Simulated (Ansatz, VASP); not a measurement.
**One calculation of F, two programs**

The input INCAR:

```
SYSTEM = F
PREC = Accurate
ENCUT = 600
EDIFF = 1E-7
ISMEAR = -1
SIGMA = 0.05
LREAL = .False.
LASPH = .True.
NELM = 80
ALGO = Normal
ISIF = 3
LWAVE = .False.
LCHARG = .False.
IBRION = 2
NSW = 60
EDIFFG = -0.005
```

File KPOINTS:

```
Automatic mesh
0
Gamma
  17 17 17
  0 0 0
```

POSCAR

```
F
1.0
    0.0000000000      1.8662555784      1.8662555784
    1.8662555784      0.0000000000      1.8662555784
    1.8662555784      1.8662555784      0.0000000000
F
1
Direct
    0.0000000000      0.0000000000      0.0000000000
```

Input for Ansatz:

```yaml
crystal:
  lattice:
    - [0.0, 1.8662555784, 1.8662555784]
    - [1.8662555784, 0.0, 1.8662555784]
    - [1.8662555784, 1.8662555784, 0.0]
  atoms:
    - { symbol: F, position: [0.0, 0.0, 0.0] }
kpoints:
  mp_grid: { grid: [17, 17, 17] }
scf:
  occupations: { method: fermi_dirac, width: 0.05 }
hamiltonian:
  xc: lda
  pseudopotentials: { kind: paw }
output:
  forces: true
  stress: true
relax:
  f_tol: 0.005
  max_steps: 40
  cell: {}
```

Alike in both runs: task relaxation of cell and atoms; functional LDA; k mesh 17 × 17 × 17; occupations fermi-dirac, width 0.05 eV; no spin polarisation.

|  | VASP | Ansatz |
| --- | --- | --- |
| version | VASP 6.6.1 | Ansatz 0.2.0 |
| potentials or method | VASP PAW LDA potentials, release 64 (F) | PAW with Ansatz's default frozen-core files, scalar-relativistic |
| plane-wave cutoff (eV) | 600 | 420 |
| valence electrons in the cell | 7 | 7 |

```tsv
	VASP	Ansatz	Ansatz less VASP
relaxed volume (Å³/atom)	8.38	8.40	+0.023
relaxed cell length with the largest relative difference (Å)	2.279	2.282	+0.0021
```

LDA's correlation is that of Perdew and Zunger in VASP and of Perdew and Wang (1992) in Ansatz.

Noted on VASP's run: the volume moved by over 15 % at a fixed basis, so the end points are rough.
